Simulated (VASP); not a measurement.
# Si8C7 (a cell with a defect) in VASP: notebook

The runs below take Si8C7 (a cell with a defect) through single point, with PBE.

Program: VASP 6.6.1. These are calculated values, not measurements. Logs are shortened: lines on timing, memory, paths and dates and some standing lists are left out, and cuts for length are marked.

**1. The cell of the first run**

The cell holds a defect, 15 atoms: a = 6.152 Å, b = 5.328 Å, c = 5.048 Å, α = 90.00°, β = 90.00°, γ = 90.00°.

**2. Single point, PBE**

INCAR reads:

```
SYSTEM = Si8C7
ALGO = Normal
EDIFF = 1E-6
ENCUT = 520
GGA = PE
GGA_COMPAT = .FALSE.
ISIF = 2
ISMEAR = 0
LASPH = .TRUE.
LCHARG = .FALSE.
LREAL = .FALSE.
LWAVE = .FALSE.
NBANDS = 43
NELECT = 62.0
NELM = 120
PREC = Accurate
SIGMA = 0.02
```

KPOINTS reads:

```
k-points
0
G
  2 2 2
  0 0 0
```

POSCAR reads:

```
Si8C7
1.0
   -3.0760000000     -5.3277880000      0.0000000000
    4.6140000000     -2.6638940000      0.0000000000
    0.0000000000      0.0000000000      5.0480000000
Si C
8 7
Direct
    0.5078763099      0.6305133353     -0.0336238114
    0.4905006693      0.3505197353      0.5362444532
    0.1717263295      0.1371231447      0.0286067750
    0.2534495964      0.8298326742      0.4967672345
    0.0150298636      0.6704978024     -0.0109377971
    0.0142401539      0.3366002847      0.5093892631
    0.7832109608      0.1578790454      0.0365144612
    0.7501286964      0.8287331751      0.4996713550
    0.5004427262      0.6602936336      0.3568706418
    0.1427533570      0.4050410330      0.8208825277
    0.2565511440      0.1617447592      0.3757745642
    0.2706467136      0.8519729716      0.8675942948
    0.0017583039      0.6665798749      0.3626487718
    0.7482979363      0.1690796385      0.4225156498
    0.7565007211      0.8127130945      0.8726410460
```

Potentials or basis: VASP PAW PBE potentials, release 64 (Si, C).

On the command line:

```sh
$ cat potpaw_PBE.64/Si/POTCAR potpaw_PBE.64/C/POTCAR > POTCAR
$ mpirun -np 1 vasp_std > vasp.out
```

OUTCAR:

```text
SYSTEM = Si8C7
   EDIFF = 1E-6
   ENCUT = 520
   GGA = PE
   ISIF = 2
   ISMEAR = 0
   LASPH = .TRUE.
   LREAL = .FALSE.
   NELECT = 62.0
   NELM = 120
   PREC = Accurate

 ion  position               nearest neighbor table
   1  0.508  0.631  0.966-  15 1.87  12 1.94   9 1.98   2 2.64   8 2.98   4 3.03   5 3.04   7 3.06
                             5 3.13
   2  0.491  0.351  0.536-   9 1.88  11 1.93  14 1.94  10 2.59   1 2.64   6 2.93   4 2.95   8 3.01
                             4 3.14
   3  0.172  0.137  0.029-  10 1.78  12 1.83  11 1.83   7 2.39   5 2.67   6 2.82   4 2.92   6 2.99
                             5 3.01
   4  0.253  0.830  0.497-  11 1.87  12 1.88  13 1.90   9 1.90   3 2.92   2 2.95   5 3.01   6 3.01
                             1 3.03   8 3.06   5 3.07   6 3.08   8 3.10   2 3.14
   5  0.015  0.670  0.989-  10 1.83  15 1.86  13 1.89  12 1.95   3 2.67   7 2.97   6 3.00   3 3.01
                             4 3.01   1 3.04   4 3.07   8 3.08   7 3.09   1 3.13
   6  0.014  0.337  0.509-  10 1.80  11 1.88  13 1.91  14 1.91   3 2.82   2 2.93   7 2.94   3 2.99
                             5 3.00   4 3.01   4 3.08   8 3.08
   7  0.783  0.158  0.037-  14 1.96  15 2.02   3 2.39   8 2.93   6 2.94   5 2.97   1 3.06   5 3.09

   8  0.750  0.829  0.500-  14 1.85  15 1.89  13 1.90   9 1.92   7 2.93   1 2.98   2 3.01   4 3.06
                             5 3.08   6 3.08   4 3.10
   9  0.500  0.660  0.357-   2 1.88   4 1.90   8 1.92   1 1.98
  10  0.143  0.405  0.821-   3 1.78   6 1.80   5 1.83   2 2.59
  11  0.257  0.162  0.376-   3 1.83   4 1.87   6 1.88   2 1.93
  12  0.271  0.852  0.868-   3 1.83   4 1.88   1 1.94   5 1.95
  13  0.002  0.667  0.363-   5 1.89   4 1.90   8 1.90   6 1.91
  14  0.748  0.169  0.423-   8 1.85   6 1.91   2 1.94   7 1.96
  15  0.757  0.813  0.873-   5 1.86   1 1.87   8 1.89   7 2.02

  LATTYP: Found a simple orthorhombic cell.
 ALAT       =     5.0480000000
 B/A-ratio  =     1.0554255573
 C/A-ratio  =     1.2187004267

  Lattice vectors:

 A1 = (   0.0000000000,   0.0000000000,  -5.0480000000)
 A2 = (   4.6140000000,  -2.6638940000,   0.0000000000)
 A3 = (  -3.0760000000,  -5.3277880000,   0.0000000000)

Analysis of symmetry for initial positions (statically):
=====================================================================
 Subroutine PRICEL returns:
 Original cell was already a primitive cell.

 Routine SETGRP: Setting up the symmetry group for a
 simple orthorhombic supercell.
[... 142 lines left out ...]
   EFERMI =   0.00;   METHOD = LEGACY
   ISMEAR =     0;   SIGMA  =   0.02  broadening in eV -4-tet -1-fermi 0-gaus
   EFERMI_NEDOS =   21; number of points for ismear=-14 and -15
   IALGO  =     38    algorithm
   IMIX   =      4    mixing-type and parameters
     AMIX     =   0.40;   BMIX     =  1.00
     AMIX_MAG =   1.60;   BMIX_MAG =  1.00
  volume/ion in A,a.u.               =      11.03        74.44
  Fermi-wavevector in a.u.,A,eV,Ry     =   1.180260  2.230369 18.953116  1.393015
  Thomas-Fermi vector in A             =   2.316556
   LORBIT       =      0    0 simple, 1 ext, 2 COOP (PROOUT), +10 PAW based schemes
   GGA     = PE    functional components
   LHFCALC =     F    Hartree Fock is set to
   AEXX    =    0.0000 exact exchange contribution
   IVDW    =     0    specifies the selected vdW correction
   LEPSILON=     F    determine dielectric tensor
   LRPA    =     F    only Hartree local field effects (RPA)
 non-spin polarized calculation
 Gauss-broadening in eV      SIGMA  =   0.02
  energy-cutoff  :      520.00
  volume of cell :      165.46
 maximum number of plane-waves:      4500
 NGX is ok and might be reduce to    48
   NGX = 23   NGY = 19   NGZ = 19

 number of electron      62.0000000 magnetization

 Free energy of the ion-electron system (eV)
  ---------------------------------------------------
  ext. energy  EPLUGINS =         0.00000000
  ---------------------------------------------------
  free energy    TOTEN  =       -85.51470563 eV

  energy without entropy =      -85.51470563  energy(sigma->0) =      -85.51470563

 E-fermi :   9.7202     XC(G=0): -11.3290

 val. band max:        9.5910041612   @ k =   0.0000   0.0000   0.0000
 cond. band min:       9.9365230995   @ k =   0.0000   0.5000   0.5000
 fundamental gap:      0.3455189383
 Fermi energy:         9.7202466186

 k-point     1 :       0.0000    0.0000    0.0000
  band No.  band energies     occupation
      1      -7.7386      2.00000
      2      -5.0063      2.00000
      3      -4.4431      2.00000
      4      -4.3696      2.00000
      5      -3.5934      2.00000
      6      -3.0291      2.00000
[... 357 lines left out ...]
     42      14.3295      0.00000
     43      14.5351      0.00000

------------------------ aborting loop because EDIFF is reached ----------------------------------------

  FORCE on cell =-STRESS in cart. coord.  units (eV):
  Direction    XX          YY          ZZ          XY          YZ          ZX
  --------------------------------------------------------------------------------------
  -------------------------------------------------------------------------------------
  Total       26.0356569     30.7565971     31.7578749     -3.1384092      4.3370980     -8.6685593
  in kB      252.1137393    297.8285024    307.5242777    -30.3904786     41.9978646    -83.9411467
  external PRESSURE =     285.8221731 kB  Pullay stress =       0.0000000 kB

 VOLUME and BASIS-vectors are now :
 -----------------------------------------------------------------------------
  energy-cutoff  :      520.00
  volume of cell :      165.46
      direct lattice vectors                 reciprocal lattice vectors
    -3.076000000 -5.327788000  0.000000000    -0.081274382 -0.140771367  0.000000000
     4.614000000 -2.663894000  0.000000000     0.162548765 -0.093847578  0.000000000
     0.000000000  0.000000000  5.048000000     0.000000000  0.000000000  0.198098257

 POSITION                                       TOTAL-FORCE (eV/Angst)
 -----------------------------------------------------------------------------------
      1.34696     -4.38548      4.87827        -0.233744     -0.111055     -0.170419
      0.10852     -3.54703      2.70696         0.149153     -0.126295      0.114937
      0.10446     -1.28020      0.14441        -0.083743      0.028975      0.040353
      3.04924     -3.56091      2.50768        -0.023603     -0.058552     -0.073075
      3.04744     -1.86621      4.99279         0.127740     -0.111416      0.037599
      1.50927     -0.97254      2.57140        -0.001725     -0.046731     -0.211104
     -1.68070     -4.59336      0.18433        -0.071318      0.073098      0.260297
      1.51638     -6.20418      2.52234        -0.020883     -0.012337      0.035366
      1.50723     -4.42521      1.80148        -0.005395     -0.058796     -0.128557
      1.42975     -1.83955      4.14381         0.365270      0.780491     -0.021957
     -0.04286     -1.79772      1.89691        -0.014046     -0.117672      0.003247
      3.09849     -3.71151      4.37962        -0.126364     -0.108680     -0.090558
      3.07019     -1.78507      1.83065         0.033022     -0.038614     -0.067632
     -1.52163     -4.43718      2.13286         0.012506     -0.056597      0.293403
      1.42286     -6.19546      4.40509        -0.106871     -0.035818     -0.021901
 -----------------------------------------------------------------------------------
    total drift:                                0.000253      0.000150     -0.000308

  FREE ENERGIE OF THE ION-ELECTRON SYSTEM (eV)
  ---------------------------------------------------
  free  energy   TOTEN  =       -85.5147056293 eV

  energy  without entropy=      -85.5147056293  energy(sigma->0) =      -85.51470563
```

It took 37 s on 1 thread of Intel Xeon Platinum 8488C (Sapphire Rapids), shared host; peak memory 0.27 GiB.

Results:

```yaml
Free_energy: -85.5147 eV
Largest_force: 0.862 eV/Å
```

Forces in eV/Å, atoms in the order of the input:
```
Si  -0.234 -0.111 -0.170
Si   0.149 -0.126  0.115
Si  -0.084  0.029  0.040
Si  -0.024 -0.059 -0.073
Si   0.128 -0.111  0.038
Si  -0.002 -0.047 -0.211
Si  -0.071  0.073  0.260
Si  -0.021 -0.012  0.035
C   -0.005 -0.059 -0.129
C    0.365  0.780 -0.022
C   -0.014 -0.118  0.003
C   -0.126 -0.109 -0.091
C    0.033 -0.039 -0.068
C    0.013 -0.057  0.293
C   -0.107 -0.036 -0.022
```

Levels at points of the mesh, in eV from the Fermi level:
```tsv
k point	band 27	band 28	band 29	band 30	band 31	band 32	band 33	band 34	band 35	band 36
(0.00, 0.00, 0.00)	-2.66	-2.56	-2.37	-1.50	-0.13	0.68	1.09	1.41	2.18	2.97
(0.50, 0.00, 0.00)	-2.80	-2.16	-1.75	-1.45	-1.01	0.58	1.22	1.86	2.71	3.16
(0.00, 0.50, 0.00)	-2.98	-2.48	-2.11	-1.78	-0.46	0.76	1.34	1.57	1.99	2.43
(0.50, 0.50, 0.00)	-2.96	-2.89	-2.63	-1.01	-0.55	0.24	1.24	2.15	2.40	2.90
(0.00, 0.00, 0.50)	-2.78	-2.68	-2.46	-0.90	-0.18	0.82	1.52	1.96	2.58	2.70
(0.50, 0.00, 0.50)	-3.32	-2.96	-2.66	-1.31	-0.30	0.98	1.09	2.25	2.41	2.84
(0.00, 0.50, 0.50)	-3.39	-3.14	-2.24	-1.36	-0.31	0.22	0.95	1.33	1.94	2.18
(0.50, 0.50, 0.50)	-3.88	-3.35	-3.27	-1.26	-0.53	0.39	0.90	2.22	2.58	2.88
```

Caveat: the k points lie up to 0.62 Å⁻¹ apart; the cell carries a net charge on a neutralising background, which shifts energy and pressure; the cell is charged against a uniform background, so pressure and absolute levels hang on convention.

**3. Single point, PBE**

INCAR reads:

```
PREC     = Accurate       # precision mode
ENCUT    = 520            # plane-wave cutoff, eV
EDIFF    = 1E-6           # SCF threshold, eV
ISMEAR   = 0              # smearing method
SIGMA    = 0.02           # smearing width, eV
LREAL    = F              # projectors in reciprocal space
LASPH    = T              # aspherical terms in the spheres
NELM     = 120            # most SCF steps
ALGO     = Normal         # electronic algorithm
ISIF     = 2              # what is computed and relaxed
LWAVE    = F              # write WAVECAR
LCHARG   = T              # write CHGCAR
GGA      = PE             # functional
LELF     = T              # ELF
LVHAR    = T            
NBANDS   = 43             # bands
NELECT   = 62.0         
GGA_COMPAT= F
```

KPOINTS reads:

```
Automatic mesh
0
Gamma
  2 2 2
```

POSCAR reads:

```
Si8C7
1.0
   -3.0760000000     -5.3277880000      0.0000000000
    4.6140000000     -2.6638940000      0.0000000000
    0.0000000000      0.0000000000      5.0480000000
Si C
8 7
Direct
    0.5060176039      0.6211127329     -0.0330332805
    0.4957199541      0.3564500604      0.5382238510
    0.2342957232      0.1502777730      0.0210729002
    0.2516273043      0.8312181595      0.4949653328
    0.0097879117      0.6785551834     -0.0052070127
    0.0057533083      0.3337713863      0.5027696117
    0.7516053857      0.1668387877      0.0204272979
    0.7458054819      0.8307149246      0.4981654120
    0.4975022150      0.6676135270      0.3507107765
    0.0696255256      0.3715988550      0.8526982964
    0.2488780964      0.1630925497      0.3813468700
    0.2621734881      0.8381351646      0.8663585578
   -0.0010476212      0.6676555087      0.3667422742
    0.7501335574      0.1696386698      0.4060691363
    0.7536786912      0.8212225085      0.8719694929
```

Potentials or basis: VASP PAW PBE potentials, release 64 (Si, C).

On the command line:

```sh
$ cat potpaw_PBE.64/Si/POTCAR potpaw_PBE.64/C/POTCAR > POTCAR
$ mpirun -np 1 vasp_std > vasp.out
```

Wall time 38 s (1 thread of Intel Xeon Platinum 8488C (Sapphire Rapids), shared host); peak memory 0.27 GiB.

The run converged. Its results:

```
Free energy   : -86.2508 eV
Largest force : 2.403 eV/Å
```

Forces on the atoms (eV/Å):
```
Si  -0.265  0.031  0.028
Si  -0.026 -0.358  0.068
Si  -0.713 -1.952 -0.174
Si  -0.010 -0.116 -0.034
Si   0.183 -0.119  0.160
Si  -0.023  0.111 -0.155
Si   0.599  0.553 -0.390
Si   0.028 -0.061 -0.023
C    0.135 -0.165 -0.145
C    0.268  2.239  0.829
C    0.072  0.038  0.150
C   -0.278  0.264 -0.023
C   -0.016 -0.085  0.111
C   -0.100 -0.204 -0.394
C    0.145 -0.177 -0.008
```

Levels at points of the mesh, in eV from the Fermi level:
| k point | band 27 | band 28 | band 29 | band 30 | band 31 | band 32 | band 33 | band 34 | band 35 | band 36 |
| --- | --- | --- | --- | --- | --- | --- | --- | --- | --- | --- |
| (0.00, 0.00, 0.00) | -3.28 | -2.97 | -2.59 | -1.07 | 0.20 | 0.55 | 0.78 | 1.15 | 2.07 | 2.59 |
| (0.50, 0.00, 0.00) | -3.18 | -3.05 | -2.32 | -1.27 | -0.21 | -0.05 | 0.37 | 1.32 | 2.79 | 3.31 |
| (0.00, 0.50, 0.00) | -3.21 | -2.84 | -2.70 | -1.28 | -0.16 | 0.71 | 0.80 | 1.33 | 1.76 | 2.08 |
| (0.50, 0.50, 0.00) | -3.73 | -3.18 | -3.13 | -0.93 | -0.33 | 0.06 | 1.18 | 2.04 | 2.30 | 2.43 |
| (0.00, 0.00, 0.50) | -3.32 | -2.96 | -2.80 | -0.73 | 0.05 | 0.92 | 1.26 | 1.56 | 2.36 | 2.52 |
| (0.50, 0.00, 0.50) | -3.92 | -3.60 | -3.24 | -1.35 | -0.42 | 0.38 | 1.71 | 2.23 | 2.47 | 2.86 |
| (0.00, 0.50, 0.50) | -3.71 | -3.64 | -3.23 | -0.87 | -0.25 | 0.46 | 0.76 | 1.18 | 1.51 | 1.93 |
| (0.50, 0.50, 0.50) | -4.33 | -3.91 | -3.67 | -1.67 | -0.95 | -0.11 | 1.69 | 2.21 | 2.48 | 2.63 |

Caveat: the k points lie up to 0.62 Å⁻¹ apart; the cell carries a net charge on a neutralising background, which shifts energy and pressure; the cell is charged against a uniform background, so pressure and absolute levels hang on convention.

[end of part 1 of 2]
